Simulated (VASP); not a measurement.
# BaS in VASP: a series of runs, part 3 of 3

VASP 6.6.1. Earlier steps stand in the parts before.

## (6) Electric field gradients, PBEsol (equal xy, yz and zx shear strains of +2 %)

The input, INCAR:

```
PREC = Accurate
ENCUT = 520
EDIFF = 1E-8
ISMEAR = -1
SIGMA = 0.02
LREAL = False
LASPH = True
NELM = 100
ALGO = Normal
ISIF = 2
LWAVE = False
LCHARG = False
GGA = PS
LEFG = True
NBANDS = 15
```

The input, KPOINTS:

```
Automatic mesh
0
Gamma
  8 8 8
```

The input, POSCAR:

```
BaS
1.0
    0.0638750000      3.2256875000      3.2256875000
    3.2256875000      0.0638750000      3.2256875000
    3.2256875000      3.2256875000      0.0638750000
Ba S
1 1
Direct
    0.0000000000      0.0000000000      0.0000000000
    0.5000000000      0.5000000000      0.5000000000
```

Potentials or basis: VASP PAW PBE potentials, release 64 (Ba_sv, S).

Launch:

```console
$ cat potpaw_PBE.64/Ba_sv/POTCAR potpaw_PBE.64/S/POTCAR > POTCAR
$ mpirun -np 1 vasp_std > vasp.out
```

OUTCAR:

```text
PREC = Accurate
   ENCUT = 520
   EDIFF = 1E-8
   ISMEAR = -1
   LREAL = False
   LASPH = True
   NELM = 100
   ISIF = 2
   GGA = PS

 ion  position               nearest neighbor table
   1  0.000  0.000  0.000-   2 3.19   2 3.19   2 3.19   2 3.19   2 3.19   2 3.19
   2  0.500  0.500  0.500-   1 3.19   1 3.19   1 3.19   1 3.19   1 3.19   1 3.19

  LATTYP: Found a trigonal (rhomboedric) cell.
 ALAT       =     4.5622581811
 COS(alpha) =     0.5197000882

  Lattice vectors:

 A1 = (   0.0638750000,   3.2256875000,   3.2256875000)
 A2 = (   3.2256875000,   0.0638750000,   3.2256875000)
 A3 = (   3.2256875000,   3.2256875000,   0.0638750000)

Analysis of symmetry for initial positions (statically):
=====================================================================
 Subroutine PRICEL returns:
 Original cell was already a primitive cell.

 Routine SETGRP: Setting up the symmetry group for a
 trigonal (rhombohedral) supercell.

 Subroutine GETGRP returns: Found 12 space group operations
 (whereof 12 operations were pure point group operations)
 out of a pool of 12 trial point group operations.

The static configuration has the point symmetry D_3d.

Analysis of symmetry for dynamics (positions and initial velocities):
=====================================================================
 Subroutine PRICEL returns:
 Original cell was already a primitive cell.

 Routine SETGRP: Setting up the symmetry group for a
 trigonal (rhombohedral) supercell.

 Subroutine GETGRP returns: Found 12 space group operations
 (whereof 12 operations were pure point group operations)
 out of a pool of 12 trial point group operations.

The dynamic configuration has the point symmetry D_3d.

 Subroutine INISYM returns: Found 12 space group operations
 (whereof 12 operations are pure point group operations),
 and found     1 'primitive' translations

----------------------------------------------------------------------------------------

                                     Primitive cell

  volume of cell :      65.1333

  direct lattice vectors                    reciprocal lattice vectors
     0.063875000  3.225687500  3.225687500    -0.159687509  0.156586780  0.156586780
     3.225687500  0.063875000  3.225687500     0.156586780 -0.159687509  0.156586780
     3.225687500  3.225687500  0.063875000     0.156586780  0.156586780 -0.159687509

  length of vectors
     4.562258181  4.562258181  4.562258181     0.273018204  0.273018204  0.273018204

  position of ions in fractional coordinates (direct lattice)
     0.000000000  0.000000000  0.000000000
     0.500000000  0.500000000  0.500000000

  ion indices of the primitive-cell ions
   primitive index   ion index
                 1           1
                 2           2

----------------------------------------------------------------------------------------

 KPOINTS: Automatic mesh

Automatic generation of k-mesh.
 Grid dimensions read from file:
[... 83 lines left out ...]
   IMIX   =      4    mixing-type and parameters
     AMIX     =   0.40;   BMIX     =  1.00
     AMIX_MAG =   1.60;   BMIX_MAG =  1.00
  volume/ion in A,a.u.               =      32.57       219.77
  Fermi-wavevector in a.u.,A,eV,Ry     =   1.025291  1.937519 14.302733  1.051221
  Thomas-Fermi vector in A             =   2.159123
   LORBIT       =      0    0 simple, 1 ext, 2 COOP (PROOUT), +10 PAW based schemes
   GGA     = PS    functional components
   LHFCALC =     F    Hartree Fock is set to
   AEXX    =    0.0000 exact exchange contribution
   IVDW    =     0    specifies the selected vdW correction
   LEPSILON=     F    determine dielectric tensor
   LRPA    =     F    only Hartree local field effects (RPA)
 non-spin polarized calculation
  energy-cutoff  :      520.00
  volume of cell :       65.13
 maximum number of plane-waves:      1774
 NGX is ok and might be reduce to    36
   NGX = 17   NGY = 17   NGZ = 17

 number of electron      16.0000000 magnetization

 Free energy of the ion-electron system (eV)
  ---------------------------------------------------
  ext. energy  EPLUGINS =         0.00000000
  ---------------------------------------------------
  free energy    TOTEN  =       -10.71346420 eV

  energy without entropy =      -10.71346420  energy(sigma->0) =      -10.71346420

 E-fermi :   1.7540     XC(G=0):  -8.8247

 val. band max:        1.3715429230   @ k =   0.0000   0.0000   0.0000
 cond. band min:       3.3248888258   @ k =   0.5000   0.5000   0.0000
 fundamental gap:      1.9533459029
 Fermi energy:         1.7539635224

 k-point     1 :       0.0000    0.0000    0.0000
  band No.  band energies     occupation
      1     -24.6946      2.00000
      2      -9.7426      2.00000
      3      -9.7325      2.00000
      4      -9.7325      2.00000
      5      -9.0077      2.00000
      6       1.2995      2.00000
      7       1.3715      2.00000
      8       1.3715      2.00000
      9       4.7037      0.00000
     10       5.0179      0.00000
     11       5.2066      0.00000
     12       5.2066      0.00000
     13       6.0903      0.00000
     14       6.0903      0.00000
[... 401 lines left out ...]
      2     -10.5939      2.00000
      3      -9.8476      2.00000
      4      -9.7526      2.00000
      5      -8.0670      2.00000
      6      -0.1435      2.00000
      7       0.4732      2.00000
      8       0.8089      2.00000
      9       5.3820      0.00000
     10       6.1961      0.00000
     11       6.5934      0.00000
     12       6.9746      0.00000
     13       8.0299      0.00000
     14       8.9594      0.00000
     15      11.2974      0.00000

 [... further k-points ...]

------------------------ aborting loop because EDIFF is reached ----------------------------------------

  FORCE on cell =-STRESS in cart. coord.  units (eV):
  Direction    XX          YY          ZZ          XY          YZ          ZX
  --------------------------------------------------------------------------------------
  -------------------------------------------------------------------------------------
  Total       -0.2197912     -0.2197912     -0.2197912     -0.1606706     -0.1606706     -0.1606706
  in kB       -5.4065161     -5.4065161     -5.4065161     -3.9522439     -3.9522439     -3.9522439
  external PRESSURE =      -5.4065161 kB  Pullay stress =       0.0000000 kB

 VOLUME and BASIS-vectors are now :
 -----------------------------------------------------------------------------
  energy-cutoff  :      520.00
  volume of cell :       65.13
      direct lattice vectors                 reciprocal lattice vectors
     0.063875000  3.225687500  3.225687500    -0.159687509  0.156586780  0.156586780
     3.225687500  0.063875000  3.225687500     0.156586780 -0.159687509  0.156586780
     3.225687500  3.225687500  0.063875000     0.156586780  0.156586780 -0.159687509

 POSITION                                       TOTAL-FORCE (eV/Angst)
 -----------------------------------------------------------------------------------
      0.00000      0.00000      0.00000         0.000000      0.000000      0.000000
      3.25762      3.25762      3.25762         0.000000     -0.000000     -0.000000
 -----------------------------------------------------------------------------------
    total drift:                                0.000000      0.000000      0.000000

  FREE ENERGIE OF THE ION-ELECTRON SYSTEM (eV)
  ---------------------------------------------------
  free  energy   TOTEN  =       -10.7134642008 eV

  energy  without entropy=      -10.7134642008  energy(sigma->0) =      -10.71346420

 Electric field gradients (V/A^2)
---------------------------------------------------------------------
 ion       V_xx      V_yy      V_zz      V_xy      V_xz      V_yz
---------------------------------------------------------------------
   1      -0.000    -0.000    -0.000    -6.964    -6.964    -6.964
   2      -0.000    -0.000    -0.000     1.485     1.485     1.485
---------------------------------------------------------------------

 Electric field gradients after diagonalization (V/A^2)
 (convention: |V_zz| > |V_xx| > |V_yy|)
----------------------------------------------------------------------
 ion       V_xx      V_yy      V_zz     asymmetry (V_yy - V_xx)/ V_zz
----------------------------------------------------------------------
   1       6.964     6.964   -13.929       0.000
   2      -1.485    -1.485     2.969       0.000
----------------------------------------------------------------------

           NMR quadrupolar parameters

 Cq : quadrupolar parameter    Cq=e*Q*V_zz/h
 eta: asymmetry parameters     (V_yy - V_xx)/ V_zz
 Q  : nuclear electric quadrupole moment in mb (millibarn)
----------------------------------------------------------------------
 ion       Cq(MHz)       eta       Q (mb)
----------------------------------------------------------------------
   1      -0.034       0.000       1.000
   2       0.007       0.000       1.000
----------------------------------------------------------------------
```

stdout:

```text
POSCAR found type information on POSCAR BaS
 POSCAR found :  2 types and       2 ions
 scaLAPACK will be used
 -----------------------------------------------------------------------------
|                                                                             |
|                                                                             |
|     You enforced a specific xc type in the INCAR file but a different       |
|     I HOPE YOU KNOW WHAT YOU ARE DOING!                                     |
|                                                                             |
 -----------------------------------------------------------------------------

 LDA part: xc-table for (Slater+PW92), standard interpolation
 POSCAR, INCAR and KPOINTS ok, starting setup
 FFT: planning ... GRIDC
 FFT: planning ... GRID_SOFT
 FFT: planning ... GRID
 WAVECAR not read
 entering main loop
ion   1

ion   2
```

Wall time 46 s (1 thread of Intel Xeon Platinum 8488C (Sapphire Rapids), shared host); peak memory 0.24 GiB.

Results:

- Free energy: -10.7135 eV
- Pressure: -0.5 GPa
- Band gap on the k mesh: 1.95 eV (least direct gap 2.09 eV)
- Largest electric field gradient by atom: Ba -13.9; S +3.0 V/Å²

Electric field gradients, principal values (V/Å²):
| atom | least | middle | greatest (by size) |
| --- | --- | --- | --- |
| 1 Ba | 6.964 | 6.964 | -13.929 |
| 2 S | -1.485 | -1.485 | 2.969 |

Caveat: the cell differs from its parent crystal (equal xy, yz and zx shear strains of +2 %); without QUAD_EFG the Cq values of the log hold for a quadrupole moment of 1 mb, not for the nuclei; the PAW data sets were made with another functional, which shifts forces and pressure a little; spin-orbit coupling is left out, which moves the levels of the heavy elements. A k mesh can miss the band edges.

## (7) Overview

| cell | gap on the mesh (eV) | pressure (GPa) |
| --- | --- | --- |
| a = 4.562, b = 4.562, c = 4.607 Å, angles 59.7, 59.7, 60.7°, 2 atoms | 2.00 | -2.1 |
| a = 4.450 Å, angles 62.0°, 2 atoms | 1.91 | -0.6 |
| a = 4.494 Å, angles 60.7°, 2 atoms | 1.96 | -0.5 |
| a = 4.562 Å, angles 58.7°, 2 atoms | 1.95 | -0.5 |

Alike in all rows: task electric field gradients; level PBEsol; potentials or basis VASP PAW PBE potentials, release 64 (Ba_sv, S); no spin polarisation; k mesh 8 × 8 × 8; cutoff (eV) 520; smearing fermi-dirac 0.02 eV.

Caveats: the PAW data sets were made with another functional, which shifts forces and pressure a little; spin-orbit coupling is left out, which moves the levels of the heavy elements.

Absolute energies hang on the potentials; compare differences alone.
